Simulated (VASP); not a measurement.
## Al: single point with PBE+D3(BJ)

Crystal: Al.

```xyz
4
Lattice="2.8538 0.0000 0.0000 -1.4269 2.4715 0.0000 0.0000 0.0000 9.2410" Properties=species:S:1:pos:R:3 pbc="T T T"
Al    0.0000    0.0000    0.0000
Al    0.0000    1.6476    2.3103
Al    0.0000    0.0000    4.6205
Al    1.4269    0.8238    6.9308
```

This isn't the form of Al at room conditions, which is fcc.

* Program: VASP 6.6.1
* Task: single point
* Functional: PBE
* Dispersion: D3(BJ)
* Potentials or basis: VASP PAW PBE potentials, release 64 (Al)
* Cutoff: 520 eV
* k mesh: 18 × 18 × 4
* Occupations: gaussian, width 0.15 eV
* Spin: no spin polarisation
* Dipole correction: no
* Further INCAR settings: ALGO = Normal; EDIFF = 1e-06; NBANDS = 14

```
Pressure                   : -2.3 GPa
Band gap on the k mesh     : zero (bands 6 and 7 overlap by 5.62 eV)
Dispersion energy per atom : -0.341 eV
```

Stress tensor (GPa, compression positive):
```
-2.71  0.00  0.00
 0.00 -2.71  0.00
 0.00  0.00 -1.37
```

Levels at points of the mesh, in eV from the Fermi level:
```csv
k point,band 2,band 3,band 4,band 5,band 6,band 7,band 8,band 9,band 10,band 11
"(0.00, 0.00, 0.00)",-9.48,-9.48,-4.58,-4.27,3.64,3.65,10.64,10.64,10.84,10.84
"(0.50, 0.00, 0.00)",-5.23,-3.95,-3.87,-3.35,-3.25,0.86,1.31,1.43,1.74,5.57
"(0.00, 0.00, 0.50)",-10.77,-7.36,-7.36,-0.74,-0.74,8.58,8.58,10.97,10.97,10.97
"(0.50, 0.00, 0.50)",-4.92,-4.82,-4.82,-1.84,-1.84,-1.18,-1.18,4.71,4.71,4.82
```

It took 25 s on 1 thread of Intel(R) Xeon(R) 6975P-C (Granite Rapids), on a shared host, peak memory 0.23 GiB.
